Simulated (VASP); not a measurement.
Input of a VASP 6.6.1 run:

INCAR

```
ALGO = Normal
EDIFF = 1E-7
EDIFFG = -0.02
ENCUT = 910
GGA = PE
GGA_COMPAT = F
IBRION = 2
ISIF = 3
ISMEAR = 0
IVDW = 12
LASPH = T
LCHARG = F
LREAL = F
LWAVE = F
NELM = 120
NELMIN = 4
NSW = 90
PREC = Accurate
SIGMA = 0.1
```

File KPOINTS:

```
k-points
0
Gamma
  18 18 4
```

Contents of POSCAR:

```
C
1.0
    2.4561701622      0.0000000000      0.0000000000
   -1.2280850811      2.1271057565      0.0000000000
    0.0000000000      0.0000000000      8.5238033600
C
2
Direct
    0.3333333300      0.6666666700      0.0000000000
    0.6666666700      0.3333333300      0.0000000000
```

Potentials or basis: VASP PAW PBE potentials, release 64 (C_h).

Run with:

```sh
$ cat potpaw_PBE.64/C_h/POTCAR > POTCAR
$ mpirun -np 1 vasp_std > vasp.out
```

(1) Estimate the relaxed cell.

(2) Predict the dispersion energy per atom.

(3) Predict the space group after relaxing (to 0.1 Å).

## Answers

(1) a = 2.465 Å, b = 2.465 Å, c = 8.333 Å, α = 90.00°, β = 90.00°, γ = 120.00°.

(2) -0.091 eV.

(3) P6/mmm (No. 191).
